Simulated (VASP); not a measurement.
The system is Ta3PbO.

```
Ta Pb O
1.0
     4.65335    0.00000    0.00000
     0.00000    4.65335    0.00000
     0.00000    0.00000    5.15146
Ta Pb O
3 1 1
Direct
  0.00000 0.50000 0.50000
  0.50000 0.00000 0.50000
  0.50000 0.50000 0.00000
  0.50000 0.50000 0.50000
  0.00000 0.00000 0.50000
```

Base run:

```yaml
Program: VASP 6.6.1
Functional: PBE
Potentials_or_basis: VASP PAW PBE potentials, release 64 (Ta_pv, Pb_d, O)
Cutoff: 520 eV
k_mesh: 4 × 4 × 4
Occupations: gaussian, width 0.1 eV
Spin: no spin polarisation
```

Its results: pressure 29.3 GPa.

Q: The run is repeated on the same cell with these changes: spin from no spin polarisation to collinear spin, ferromagnetic start; further incar settings from ALGO = Normal; EDIFF = 1e-07; NBANDS = 34 to ALGO = Normal; EDIFF = 1e-07; NBANDS = 38. What comes out?

A: Pressure 29.4 GPa; net moment 0.60 μB per cell; site moments Ta -0.02, +0.32; Pb -0.00; O +0.05 μB.

Caveats: an odd number of electrons without spin polarisation forces a metal (some runs); a magnetic or distorted state may lie lower (some runs).
